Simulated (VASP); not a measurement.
# Sc2GeTe2 (P-6m2) in VASP: notebook

The runs below take Sc2GeTe2 through single point, with PBE.

Everything below comes from runs of VASP 6.6.1. Logs are shortened: lines on timing, memory, paths and dates and some standing lists are left out, and cuts for length are marked.

### Step 1. The cell of the first run

Symmetry: P-6m2, No. 187, hexagonal system. The conventional cell has a = 4.144 Å, b = 4.144 Å, c = 12.967 Å, α = 90.00°, β = 90.00°, γ = 120.00°. Sc (site symmetry 3m) has 1 Ge at 2.70 Å and 3 Te at 2.81 Å within 3.6 Å. Ge (site symmetry -6m2) has 2 Sc at 2.70 Å within 3.6 Å. Te (site symmetry 3m) has 3 Sc at 2.81 Å within 3.7 Å.

The cell was built from a structure type or drawn by symmetry, and may not be a known phase.

### Step 2. Single point, PBE

INCAR

```
SYSTEM = Sc2GeTe2
PREC     = Accurate       ! precision mode
ENCUT    = 520            ! plane-wave cutoff, eV
EDIFF    = 1E-6           ! SCF threshold, eV
ISMEAR   = 0              ! smearing method
SIGMA    = 0.1            ! smearing width, eV
LREAL    = .False.        ! projectors in reciprocal space
LASPH    = .True.         ! aspherical terms in the spheres
NELM     = 100            ! most SCF steps
ALGO     = Normal         ! electronic algorithm
ISIF     = 2              ! what is computed and relaxed
LWAVE    = .False.        ! write WAVECAR
LCHARG   = .True.         ! write CHGCAR
GGA      = PE             ! functional
LELF     = .True.         ! ELF
LVHAR    = .True.       
NBANDS   = 32             ! bands
```

KPOINTS

```
Automatic mesh
0
Gamma
  12 12 4
  0 0 0
```

POSCAR

```
Sc2GeTe2
1.0
    4.1438450358      0.0000000000      0.0000000000
   -2.0719225179      3.5886750703      0.0000000000
    0.0000000000      0.0000000000     12.9670481996
Sc Ge Te
2 1 2
Direct
    0.3333333333      0.6666666667      0.2083527272
    0.3333333333      0.6666666667      0.7916472728
    0.3333333333      0.6666666667      0.0000000000
    0.6666666667      0.3333333333      0.6784821102
    0.6666666667      0.3333333333      0.3215178898
```

Potentials or basis: VASP PAW PBE potentials, release 64 (Sc_sv, Ge_d, Te).

The run is started by

```bash
$ cat potpaw_PBE.64/Sc_sv/POTCAR potpaw_PBE.64/Ge_d/POTCAR potpaw_PBE.64/Te/POTCAR > POTCAR
$ mpirun -np 1 vasp_std > vasp.out
```

OUTCAR:

```text
SYSTEM = Sc2GeTe2
   PREC = Accurate
   ENCUT = 520
   EDIFF = 1E-6
   ISMEAR = 0
   LREAL = .False.
   LASPH = .True.
   NELM = 100
   ISIF = 2
   GGA = PE

 ion  position               nearest neighbor table
   1  0.333  0.667  0.208-   3 2.70   5 2.81   5 2.81   5 2.81
   2  0.333  0.667  0.792-   3 2.70   4 2.81   4 2.81   4 2.81
   3  0.333  0.667  0.000-   1 2.70   2 2.70
   4  0.667  0.333  0.678-   2 2.81   2 2.81   2 2.81
   5  0.667  0.333  0.322-   1 2.81   1 2.81   1 2.81

  LATTYP: Found a hexagonal cell.
 ALAT       =     4.1438450358
 C/A-ratio  =     3.1292309649

  Lattice vectors:

 A1 = (   4.1438450358,   0.0000000000,   0.0000000000)
 A2 = (  -2.0719225179,   3.5886750703,   0.0000000000)
 A3 = (   0.0000000000,   0.0000000000,  12.9670481996)

Analysis of symmetry for initial positions (statically):
=====================================================================
 Subroutine PRICEL returns:
 Original cell was already a primitive cell.

 Routine SETGRP: Setting up the symmetry group for a
 hexagonal supercell.

 Subroutine GETGRP returns: Found 12 space group operations
 (whereof 12 operations were pure point group operations)
 out of a pool of 24 trial point group operations.

The static configuration has the point symmetry D_3h.

Analysis of symmetry for dynamics (positions and initial velocities):
=====================================================================
 Subroutine PRICEL returns:
 Original cell was already a primitive cell.

 Routine SETGRP: Setting up the symmetry group for a
 hexagonal supercell.

 Subroutine GETGRP returns: Found 12 space group operations
 (whereof 12 operations were pure point group operations)
 out of a pool of 24 trial point group operations.

The dynamic configuration has the point symmetry D_3h.

 Subroutine INISYM returns: Found 12 space group operations
 (whereof 12 operations are pure point group operations),
 and found     1 'primitive' translations

----------------------------------------------------------------------------------------

                                     Primitive cell

  volume of cell :     192.8319

  direct lattice vectors                    reciprocal lattice vectors
     4.143845036  0.000000000  0.000000000     0.241321766  0.139327186  0.000000000
    -2.071922518  3.588675070  0.000000000     0.000000000  0.278654373  0.000000000
     0.000000000  0.000000000 12.967048200     0.000000000  0.000000000  0.077118553

  length of vectors
     4.143845036  4.143845036 12.967048200     0.278654373  0.278654373  0.077118553

  position of ions in fractional coordinates (direct lattice)
     0.333333333  0.666666667  0.208352727
     0.333333333  0.666666667  0.791647273
     0.333333333  0.666666667  0.000000000
     0.666666667  0.333333333  0.678482110
     0.666666667  0.333333333  0.321517890

  ion indices of the primitive-cell ions
   primitive index   ion index
                 1           1
                 2           2
                 3           3
                 4           4
                 5           5

----------------------------------------------------------------------------------------

 KPOINTS: Automatic mesh

Automatic generation of k-mesh.
 Grid dimensions read from file:
 generate k-points for:   12   12    4

 Generating k-lattice:

  Cartesian coordinates                     Fractional coordinates (reciprocal lattice)
     0.020110147  0.011610599  0.000000000     0.083333333  0.000000000  0.000000000
     0.000000000  0.023221198  0.000000000     0.000000000  0.083333333  0.000000000
     0.000000000  0.000000000  0.019279638     0.000000000  0.000000000  0.250000000

  Length of vectors
     0.023221198  0.023221198  0.019279638

  Shift w.r.t. Gamma in fractional coordinates (k-lattice)
     0.000000000  0.000000000  0.000000000

 Subroutine IBZKPT returns following result:
 ===========================================

 Found     57 irreducible k-points:

 Following reciprocal coordinates:
            Coordinates               Weight
  0.000000  0.000000  0.000000      1.000000
  0.083333 -0.000000  0.000000      6.000000
  0.166667 -0.000000  0.000000      6.000000
  0.250000  0.000000  0.000000      6.000000
  0.333333 -0.000000  0.000000      6.000000
  0.416667 -0.000000  0.000000      6.000000
[... 16 lines left out ...]
  0.250000  0.000000  0.250000     12.000000
  0.333333 -0.000000  0.250000     12.000000
 [... further k-points ...]
   k-points           NKPTS =     57   k-points in BZ     NKDIM =     57   number of bands    NBANDS=     32
   number of dos      NEDOS =    301   number of ions     NIONS =      5
   total plane-waves  NPLWV =  98304
   dimension x,y,z NGX =    32 NGY =   32 NGZ =   96
   dimension x,y,z NGXF=    64 NGYF=   64 NGZF=  192
   ions per type =               2   1   2
   NGX,Y,Z   is equivalent  to a cutoff of  12.84, 12.84, 12.31 a.u.
   NGXF,Y,Z  is equivalent  to a cutoff of  25.68, 25.68, 24.62 a.u.
 SYSTEM =  Sc2GeTe2
   PREC   = accura    normal or accurate (medium, high low for compatibility)
   ISTART =      0    job   : 0-new  1-cont  2-samecut
   ICHARG =      2    charge: 1-file 2-atom 10-const
   ISPIN  =      1    spin polarized calculation?
   LNONCOLLINEAR =      F non collinear calculations
   LSORBIT =      F    spin-orbit coupling
   LASPH  =      T    aspherical Exc in radial PAW
   ENCUT  =  520.0 eV  38.22 Ry    6.18 a.u.   7.70  7.70 24.11*2*pi/ulx,y,z
   NELM   =    100;   NELMIN=  2; NELMDL= -5     # of ELM steps
   EDIFF  = 0.1E-05   stopping-criterion for ELM
   LREAL  =      F    real-space projection
   EDIFFG = 0.1E-04   stopping-criterion for IOM
   NSW    =      0    number of steps for IOM
   IBRION =     -1    ionic relax: 0-MD 1-quasi-New 2-CG
   NFREE  =      0    steps in history (QN), initial steepest desc. (CG)
   ISIF   =      2    stress and relaxation
   ISYM   =      2    0-nonsym 1-usesym 2-fastsym
   POTIM  = 0.5000    time-step for ionic-motion
   TEBEG  =    0.0;   TEEND  =   0.0 temperature during run
   PSTRESS=    0.0 pullay stress
   NELECT =      48.0000    total number of electrons
   NUPDOWN=      -1.0000    fix difference up-down
   EMIN   =  10.00;   EMAX   =-10.00  energy-range for DOS
   EFERMI =   0.00;   METHOD = LEGACY
   ISMEAR =     0;   SIGMA  =   0.10  broadening in eV -4-tet -1-fermi 0-gaus
   EFERMI_NEDOS =   21; number of points for ismear=-14 and -15
   IALGO  =     38    algorithm
   IMIX   =      4    mixing-type and parameters
     AMIX     =   0.40;   BMIX     =  1.00
     AMIX_MAG =   1.60;   BMIX_MAG =  1.00
  volume/ion in A,a.u.               =      38.57       260.26
  Fermi-wavevector in a.u.,A,eV,Ry     =   1.029822  1.946082 14.429443  1.060534
  Thomas-Fermi vector in A             =   2.163889
   LORBIT       =      0    0 simple, 1 ext, 2 COOP (PROOUT), +10 PAW based schemes
   GGA     = PE    functional components
   LHFCALC =     F    Hartree Fock is set to
   AEXX    =    0.0000 exact exchange contribution
   IVDW    =     0    specifies the selected vdW correction
   LEPSILON=     F    determine dielectric tensor
   LRPA    =     F    only Hartree local field effects (RPA)
 non-spin polarized calculation
 Gauss-broadening in eV      SIGMA  =   0.10
  energy-cutoff  :      520.00
  volume of cell :      192.83
 maximum number of plane-waves:      5239
 NGX is ok and might be reduce to    32
   NGX = 15   NGY = 15   NGZ = 49

 number of electron      47.9999997 magnetization

 Free energy of the ion-electron system (eV)
  ---------------------------------------------------
  ext. energy  EPLUGINS =         0.00000000
  ---------------------------------------------------
  free energy    TOTEN  =       -25.57533159 eV

  energy without entropy =      -25.56473300  energy(sigma->0) =      -25.57003230

 E-fermi :   2.3355     XC(G=0):  -7.8421

 val. band max:        2.3292839583   @ k =   0.4167   0.1667   0.0000
 cond. band min:       2.3415960020   @ k =   0.1667   0.0833   0.2500
 fundamental gap:      0.0123120436
 Fermi energy:         2.3355338317

 k-point     1 :       0.0000    0.0000    0.0000
  band No.  band energies     occupation
      1     -47.7965      2.00000
      2     -47.7965      2.00000
      3     -26.4712      2.00000
      4     -26.4712      2.00000
      5     -26.4710      2.00000
      6     -26.4710      2.00000
[... 24 lines left out ...]
     31       4.7599      0.00000
     32       5.2805      0.00000

 k-point     2 :       0.0833   -0.0000    0.0000
  band No.  band energies     occupation
      1     -47.7964      2.00000
      2     -47.7963      2.00000
      3     -26.4733      2.00000
      4     -26.4731      2.00000
      5     -26.4716      2.00000
      6     -26.4715      2.00000
[... 24 lines left out ...]
     31       4.7155      0.00000
     32       5.3257      0.00000

 k-point     3 :       0.1667   -0.0000    0.0000
  band No.  band energies     occupation
      1     -47.7960      2.00000
      2     -47.7960      2.00000
      3     -26.4790      2.00000
      4     -26.4788      2.00000
      5     -26.4729      2.00000
      6     -26.4728      2.00000
[... 24 lines left out ...]
     31       4.5944      0.00000
     32       5.2257      0.00000

 k-point     4 :       0.2500    0.0000    0.0000
  band No.  band energies     occupation
      1     -47.7956      2.00000
      2     -47.7955      2.00000
      3     -26.4868      2.00000
      4     -26.4866      2.00000
      5     -26.4746      2.00000
      6     -26.4745      2.00000
[... 654 lines left out ...]
     31       4.6392      0.00000
     32       5.1382      0.00000

 k-point    23 :       0.2500    0.0000    0.2500
  band No.  band energies     occupation
      1     -47.7956      2.00000
      2     -47.7955      2.00000
      3     -26.4868      2.00000
      4     -26.4866      2.00000
      5     -26.4746      2.00000
      6     -26.4745      2.00000
[... 24 lines left out ...]
     31       4.4713      0.00000
     32       5.1351      0.00000

 k-point    24 :       0.3333   -0.0000    0.2500
  band No.  band energies     occupation
      1     -47.7951      2.00000
      2     -47.7951      2.00000
      3     -26.4945      2.00000
      4     -26.4944      2.00000
      5     -26.4764      2.00000
      6     -26.4762      2.00000
[... 24 lines left out ...]
     31       4.3366      0.00000
     32       5.0687      0.00000

 [... further k-points ...]

------------------------ aborting loop because EDIFF is reached ----------------------------------------

  FORCE on cell =-STRESS in cart. coord.  units (eV):
  Direction    XX          YY          ZZ          XY          YZ          ZX
  --------------------------------------------------------------------------------------
  -------------------------------------------------------------------------------------
  Total        0.0697725      0.0697725      0.0852154      0.0000000      0.0000000     -0.0000000
  in kB        0.5797170      0.5797170      0.7080273      0.0000000      0.0000000     -0.0000000
  external PRESSURE =       0.6224871 kB  Pullay stress =       0.0000000 kB

 VOLUME and BASIS-vectors are now :
 -----------------------------------------------------------------------------
  energy-cutoff  :      520.00
  volume of cell :      192.83
      direct lattice vectors                 reciprocal lattice vectors
     4.143845036  0.000000000  0.000000000     0.241321766  0.139327186  0.000000000
    -2.071922518  3.588675070  0.000000000     0.000000000  0.278654373  0.000000000
     0.000000000  0.000000000 12.967048200     0.000000000  0.000000000  0.077118553

 POSITION                                       TOTAL-FORCE (eV/Angst)
 -----------------------------------------------------------------------------------
     -0.00000      2.39245      2.70172        -0.000000      0.000000     -0.020708
     -0.00000      2.39245     10.26533         0.000000     -0.000000      0.020708
     -0.00000      2.39245      0.00000        -0.000000     -0.000000      0.000000
      2.07192      1.19623      8.79791         0.000000     -0.000000     -0.025678
      2.07192      1.19623      4.16914         0.000000     -0.000000      0.025678
 -----------------------------------------------------------------------------------
    total drift:                               -0.000001      0.000000     -0.000000

  FREE ENERGIE OF THE ION-ELECTRON SYSTEM (eV)
  ---------------------------------------------------
  free  energy   TOTEN  =       -25.5753315881 eV

  energy  without entropy=      -25.5647330040  energy(sigma->0) =      -25.57003230
```

Wall time 3.9 min (1 thread of Intel Xeon 6975P-C (Granite Rapids), shared host); peak memory 0.53 GiB.

Results:

```
Free energy            : -25.5753 eV
Pressure               : 0.1 GPa
Largest force          : 0.026 eV/Å
Band gap on the k mesh : zero (bands 24 and 25 overlap by 1.62 eV)
```

Forces on the atoms (eV/Å):
```
Sc   0.000  0.000 -0.021
Sc   0.000  0.000  0.021
Ge   0.000  0.000  0.000
Te   0.000  0.000 -0.026
Te   0.000  0.000  0.026
```

Caveat: spin-orbit coupling is left out, which moves the levels of the heavy elements; this functional lacks dispersion, which binds the layers, so the pressure and a relaxed spacing across them are unreliable.

### Step 3. Single point, PBE, collinear spin

This run uses another cell than the first one, of 37.81 Å³/atom.

INCAR

```
SYSTEM = Sc2GeTe2
PREC     = Accurate       ! precision mode
ENCUT    = 520            ! plane-wave cutoff, eV
EDIFF    = 1E-7           ! SCF threshold, eV
ISMEAR   = 0              ! smearing method
SIGMA    = 0.1            ! smearing width, eV
LREAL    = .FALSE.        ! projectors in reciprocal space
LASPH    = .TRUE.         ! aspherical terms in the spheres
NELM     = 150            ! most SCF steps
ALGO     = Normal         ! electronic algorithm
ISIF     = 2              ! what is computed and relaxed
LWAVE    = .FALSE.        ! write WAVECAR
LCHARG   = .FALSE.        ! write CHGCAR
ISPIN    = 2              ! spin polarisation
MAGMOM   = 1 1 0 0 0      ! initial moments
LORBIT   = 11             ! projections on sites
LMAXMIX  = 4              ! l up to which the mixer works
GGA      = PE             ! functional
NBANDS   = 36             ! bands
```

KPOINTS

```
regular mesh
0
G
  6 6 2
  0 0 0
```

POSCAR

```
Sc2GeTe2
1.0
    4.1497496527      0.0000000000      0.0000000000
   -2.0748748263      3.5937886185      0.0000000000
    0.0000000000      0.0000000000     12.6782369550
Sc Ge Te
2 1 2
Direct
    0.3333333333      0.6666666667      0.2130897422
    0.3333333333      0.6666666667      0.7869102578
    0.3333333333      0.6666666667      0.0000000000
    0.6666666667      0.3333333333      0.6716498974
    0.6666666667      0.3333333333      0.3283501026
```

Potentials or basis: VASP PAW PBE potentials, release 64 (Sc_sv, Ge_d, Te).

The run is started by

```bash
$ cat potpaw_PBE.64/Sc_sv/POTCAR potpaw_PBE.64/Ge_d/POTCAR potpaw_PBE.64/Te/POTCAR > POTCAR
$ mpirun -np 1 vasp_std > vasp.out
```

Wall time 2.8 min (1 thread of Intel Xeon 6975P-C (Granite Rapids), shared host); peak memory 0.45 GiB.

It converged, with:

- Free energy: -25.5519 eV
- Pressure: 0.1 GPa
- Largest force: 0.026 eV/Å
- Band gap on the k mesh: zero (filled and empty bands overlap)
- Net moment: 0.00 μB per cell
- Valence electrons inside the program's atomic spheres: Sc 9.35; Ge 12.18; Te 3.49

Forces on the atoms (eV/Å):
```
Sc   0.000  0.000 -0.026
Sc   0.000  0.000  0.026
Ge   0.000  0.000  0.000
Te   0.000  0.000 -0.023
Te   0.000  0.000  0.023
```

Stress tensor (GPa, compression positive):
```
0.05 0.00 0.00
0.00 0.05 0.00
0.00 0.00 0.20
```

Levels at points of the mesh, in eV from the Fermi level:
Spin up:
```tsv
k point	band 22	band 23	band 24	band 25	band 26	band 27
(0.00, 0.00, 0.00)	-1.49	-1.46	0.96	0.96	1.25	1.25
(0.50, 0.00, 0.00)	-1.77	-1.58	-0.86	0.60	0.70	0.91
(0.00, 0.00, 0.50)	-1.50	-1.50	0.96	0.96	1.25	1.25
(0.50, 0.00, 0.50)	-1.78	-1.40	-0.87	0.57	0.90	0.91
```
Spin down:
```
           k point  band 21  band 22  band 23  band 24  band 25  band 26  band 27  band 28
(0.00, 0.00, 0.00)    -1.49    -1.49    -1.46     0.96     0.96     1.25     1.25     1.49
(0.50, 0.00, 0.00)    -1.83    -1.77    -1.58    -0.86     0.60     0.70     0.91     1.13
(0.00, 0.00, 0.50)    -1.52    -1.50    -1.50     0.96     0.96     1.25     1.25     1.59
(0.50, 0.00, 0.50)    -1.82    -1.78    -1.40    -0.87     0.57     0.90     0.91     0.92
```

Caveat: spin-orbit coupling is left out, which moves the levels of the heavy elements; this functional lacks dispersion, which binds the layers, so the pressure and a relaxed spacing across them are unreliable.
